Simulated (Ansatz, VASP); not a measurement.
Two plane-wave programs on Si16As

```xyz
17
Lattice="0.0000 5.4300 5.4300 5.4300 0.0000 5.4300 5.4300 5.4300 0.0000" Properties=species:S:1:pos:R:3 pbc="T T T"
Si   -0.0118    0.0127   -0.0143
Si    1.3612    1.3134    1.3557
Si    2.7630    2.6682   -0.0457
Si    4.1174    4.0705    1.3563
Si    2.7316    0.0115    2.7275
Si    4.0739    1.3568    4.0722
Si    5.4188    2.6998    2.7282
Si    6.7916    4.0695    4.0296
Si   -0.0382    2.6705    2.7573
Si    1.3603    4.0721    4.1146
Si    2.7617    5.4717    2.7583
Si    4.0794    6.7840    4.0715
Si    2.7308    2.7012    5.4176
Si    4.0351    4.0710    6.7876
Si    5.3923    5.4701    5.3873
Si    6.7907    6.8278    6.7883
As    6.7944    4.0690    6.7862
```

Alike in both runs: functional LDA; k mesh 2 × 2 × 2; occupations gaussian, width 0.02 eV; collinear spin.

Ansatz relaxed the structure, and its values are those at the end. VASP's run is a single point on that final structure, the one shown.

|  | VASP | Ansatz |
| --- | --- | --- |
| version | VASP 6.6.1 | Ansatz 0.2.0 |
| potentials or method | VASP PAW LDA potentials, release 64 (Si, As), cutoff 520 eV | scalar-relativistic, plane waves, PAW |
| valence electrons in the cell | 69 | 79 |

Ansatz gave:

```
rms of the force components (eV/Å) : 0.002
net moment per atom (μB)           : 0.00
```

**Question.** Which values does VASP return?

**Answer.** rms of the force components (eV/Å): 0.008; net moment per atom (μB): 0.00.

Ansatz warns that its potentials were made for another functional, while VASP's fit it. LDA's correlation is that of Perdew and Zunger in VASP and of Perdew and Wang (1992) in Ansatz. VASP's potentials hold 69 valence electrons a cell and Ansatz's 79, so a difference there can come from the potentials and not from the codes. Ansatz's warnings: filled band counts differ across k points, seeded moment not kept.

The k mesh is coarse, so the values compare programs but aren't converged.
